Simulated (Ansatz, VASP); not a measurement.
One calculation of P, two programs

POSCAR

```
P
1.0
    3.2837277200      0.0000000000      0.0000000000
    0.0000000000     34.8570309900      0.0000000000
    0.0000000000      0.0000000000      4.6320847100
P
4
Direct
   -0.0170557432      0.9702614300      0.6029196671
    0.0000000000      0.0297385700      0.4078492800
    0.5000000000      0.0297385700      0.0921507200
    0.5000000000      0.9702614300      0.9078492800
```

File INCAR.step1:

```
ALGO = Normal
EDIFF = 1E-4
ENCUT = 520
GGA = PE
ISMEAR = 0
LASPH = T
LCHARG = F
LREAL = F
LWAVE = T
NBANDS = 18
NELM = 80
PREC = Accurate
SIGMA = 0.05
```

INCAR.step2

```
ALGO = Normal
EDIFF = 1E-6
ENCUT = 520
ISIF = 2
ISMEAR = 0
ISTART = 1
LASPH = T
LCHARG = F
LMIXTAU = T
LREAL = F
LWAVE = F
METAGGA = R2SCAN
NBANDS = 18
NELM = 80
PREC = Accurate
SIGMA = 0.05
```

File KPOINTS:

```
k-points
0
Gamma
  8 1 6
```

Input for Ansatz:

```yaml
crystal:
  lattice:
    - [3.28372772, 0.0, 0.0]
    - [0.0, 34.85703099, 0.0]
    - [0.0, 0.0, 4.63208471]
  atoms:
    - { symbol: P, position: [-0.0170557432, 0.97026143, 0.6029196671] }
    - { symbol: P, position: [0.0, 0.02973857, 0.40784928] }
    - { symbol: P, position: [0.5, 0.02973857, 0.09215072] }
    - { symbol: P, position: [0.5, 0.97026143, 0.90784928] }
basis:
  ecutwfc: 500
kpoints:
  mp_grid: { grid: [8, 1, 6] }
hamiltonian:
  xc: r2scan
scf:
  occupations: { method: gaussian, width: 0.05 }
output:
  forces: true
  stress: true
  eigenvalues: true
```

Alike in both runs: task single point; functional r2SCAN; k mesh 8 × 1 × 6; occupations gaussian, width 0.05 eV; no spin polarisation.

|  | VASP | Ansatz |
| --- | --- | --- |
| version | VASP 6.6.1 | Ansatz 0.2.0 |
| potentials or method | VASP PAW PBE potentials, release 64 (P), cutoff 520 eV | scalar-relativistic, plane waves, PAW |
| valence electrons in the cell | 20 | 20 |

VASP gave:

```
gap on the k mesh at the Fermi level (eV) : 1.03
least direct gap on the mesh (eV)         : 1.03
rms of the force components (eV/Å)        : 0.418
```

**Question.** Estimate Ansatz's values.

**Answer.** gap on the k mesh at the Fermi level (eV): 1.00; least direct gap on the mesh (eV): 1.00; rms of the force components (eV/Å): 0.450.

VASP's potentials were made for PBE, not for r2SCAN. Atom by atom the forces differ by 0.061 eV/Å (rms over components).
